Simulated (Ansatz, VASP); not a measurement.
## Two plane-wave programs on InSe

```
CELL_PARAMETERS angstrom
4.00585 0.00000 0.00000
-2.00293 3.46917 0.00000
0.00000 0.00000 17.00217
ATOMIC_POSITIONS crystal
In 0.33333 0.66667 0.16190
In 0.66667 0.33333 0.66190
In 0.33333 0.66667 0.33810
In 0.66667 0.33333 0.83810
Se 0.33333 0.66667 0.58137
Se 0.66667 0.33333 0.08137
Se 0.33333 0.66667 0.91863
Se 0.66667 0.33333 0.41863
```

Change from the starting cell: mode 12 (107.6 1/cm) frozen in, largest displacement -0.200 Å.

Alike in both runs: task single point; functional PBEsol; k mesh 12 × 12 × 2; occupations gaussian, width 0.05 eV; no spin polarisation.

```csv
,VASP,Ansatz
version,VASP 6.6.1,Ansatz 0.2.0
potentials or method,"VASP PAW PBE potentials, release 64 (In_d, Se), cutoff 520 eV","scalar-relativistic, plane waves, PAW"
valence electrons in the cell,76,116
```

Ansatz gave:

| Property | Result |
| --- | --- |
| gap on the k mesh at the Fermi level (eV) | 0.25 |
| least direct gap on the mesh (eV) | 0.28 |
| pressure (GPa) | -2.4 |
| traceless stress, the component that is largest in VASP (GPa) | -2.28 |
| rms of the force components (eV/Å) | 0.286 |

Task: Which values does VASP return?

Result: gap on the k mesh at the Fermi level (eV): 0.24; least direct gap on the mesh (eV): 0.27; pressure (GPa): -2.3; traceless stress, the component that is largest in VASP (GPa): -2.28; rms of the force components (eV/Å): 0.282.

VASP's potentials were made for PBE, not for PBEsol. Atom by atom the forces differ by 0.009 eV/Å (rms over components). VASP's potentials hold 76 valence electrons a cell and Ansatz's 116, so a difference there can come from the potentials and not from the codes.
